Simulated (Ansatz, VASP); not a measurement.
## One calculation of FeSi, two programs

```
Fe Si
1.0
     4.31011    0.00000    0.00000
     0.00000    4.31011    0.00000
     0.00000    0.00000    4.31011
Fe Si
4 4
Cartesian
  0.6017 0.6017 0.6017
  1.5533 3.7084 2.7568
  2.7568 1.5533 3.7084
  3.7084 2.7568 1.5533
  3.6306 3.6306 3.6306
  2.8345 0.6795 1.4756
  1.4756 2.8345 0.6795
  0.6795 1.4756 2.8345
```

Alike in both runs: functional PBE; k mesh 8 × 8 × 8; occupations gaussian, width 0.01 eV; no spin polarisation.

Ansatz relaxed the structure, and its values are those at the end. VASP's run is a single point on that final structure, the one shown.

|  | VASP | Ansatz |
| --- | --- | --- |
| version | VASP 6.6.1 | Ansatz 0.2.0 |
| potentials or method | VASP PAW PBE potentials, release 64 (Fe, Si), cutoff 520 eV | scalar-relativistic, all-electron LAPW |

VASP gave:

- gap on the k mesh at the Fermi level (eV): 0.15
- least direct gap on the mesh (eV): 0.17
- pressure (GPa): 26.1
- rms of the force components (eV/Å): 0.017

Problem. Which values does Ansatz return?

Solution. gap on the k mesh at the Fermi level (eV): 0.16; least direct gap on the mesh (eV): 0.18; pressure (GPa): 25.7; rms of the force components (eV/Å): 0.001.

Ansatz ran all-electron here, and VASP with PAW potentials.
